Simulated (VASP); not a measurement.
Write the native input for VASP 6.6.1 that does the following.

* Task: single point
* Functional: PBE-based screened hybrid with 10 % exact exchange
* Potentials or basis: VASP PAW PBE potentials, release 64 (Se, Ga_d)
* Cutoff: 520 eV
* k mesh: 4 × 4 × 4
* Occupations: fermi-dirac, width 0.05 eV
* Spin: no spin polarisation
* Dipole correction: no
* Grid for exact exchange (PRECFOCK): Normal
* Share of exact exchange: 0.1
* Further INCAR settings: ALGO = Normal; EDIFF = 1e-06; NBANDS = 30
* Screening parameter: 0.20787 1/Å

The system is Ga3Se.

```
CELL_PARAMETERS angstrom
4.43246 0.00000 0.00000
0.00000 4.43246 0.00000
0.00000 0.00000 4.43246
ATOMIC_POSITIONS crystal
Se 0.00000 0.00000 0.00000
Ga 0.50000 0.50000 0.00000
Ga 0.50000 0.00000 0.50000
Ga 0.00000 0.50000 0.50000
```

The input as run:

POSCAR

```
Ga3Se
1.0
    4.4324650000      0.0000000000      0.0000000000
    0.0000000000      4.4324650000      0.0000000000
    0.0000000000      0.0000000000      4.4324650000
Se Ga
1 3
Direct
    0.0000000000      0.0000000000      0.0000000000
    0.5000000000      0.5000000000      0.0000000000
    0.5000000000      0.0000000000      0.5000000000
    0.0000000000      0.5000000000      0.5000000000
```

INCAR.step1

```
ALGO = Normal
EDIFF = 1E-5
ENCUT = 520
GGA = PE
ISIF = 2
ISMEAR = -1
KPAR = 4
LASPH = True
LCHARG = False
LREAL = False
LWAVE = True
NBANDS = 30
NELM = 60
PREC = Accurate
SIGMA = 0.05
```

INCAR.step2

```
AEXX = 0.1
ALGO = Normal
EDIFF = 1E-6
ENCUT = 520
GGA = PE
HFSCREEN = 0.2078699
ISIF = 2
ISMEAR = -1
ISTART = 1
KPAR = 4
LASPH = True
LCHARG = False
LHFCALC = True
LREAL = False
LWAVE = False
NBANDS = 30
NELM = 60
PREC = Accurate
PRECFOCK = Normal
SIGMA = 0.05
```

KPOINTS

```
k-points
0
Gamma
  4 4 4
```

Potentials or basis: VASP PAW PBE potentials, release 64 (Se, Ga_d).

Command:

```bash
$ cat potpaw_PBE.64/Se/POTCAR potpaw_PBE.64/Ga_d/POTCAR > POTCAR
$ cp INCAR.step1 INCAR
$ mpirun -np 4 vasp_std > vasp.out
$ cp INCAR.step2 INCAR
$ mpirun -np 4 vasp_std > vasp.out
```

Results of the run:

| Quantity | Value |
| --- | --- |
| Pressure | -0.4 GPa |
| Band gap on the k mesh | zero (an odd number of electrons rules out a gap without spin polarisation) |

Caveat: the PAW data sets were made with another functional, which shifts forces and pressure a little.

Run time: 23 min on 4 MPI ranks on AMD EPYC 7R13 Processor (Zen 3) (shared host), peak memory 0.33 GiB a rank.
